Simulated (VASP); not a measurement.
Crystal: Ge.

```
CELL_PARAMETERS angstrom
0.00000 2.79068 2.79068
2.79068 0.00000 2.79068
2.79068 2.79068 0.00000
ATOMIC_POSITIONS crystal
Ge 0.75000 0.75000 0.75000
Ge 0.50000 0.50000 0.50000
```

Base run:

* Program: VASP 6.6.1
* Functional: PBEsol
* Potentials or basis: VASP PAW PBE potentials, release 64 (Ge_d)
* Cutoff: 520 eV
* k mesh: 8 × 8 × 8
* Occupations: fermi-dirac, width 0.05 eV
* Spin: non-collinear spin, zero start, spin-orbit coupling
* Starting moments: [[0.0, 0.0, 0.0], [0.0, 0.0, 0.0]] μB

Its results: pressure 3.6 GPa; net moment 0.00 μB per cell.

Question: The run is repeated on the same cell with these changes: functional from PBEsol to PBE. What comes out?

Answer: Pressure 6.9 GPa; net moment 0.00 μB per cell.

PBE binds less tightly than PBEsol, so the same cell stands under more pressure.

Caveats: the cell stands under pressure; the PAW data sets were made with another functional, which shifts forces and pressure a little (at least some runs).
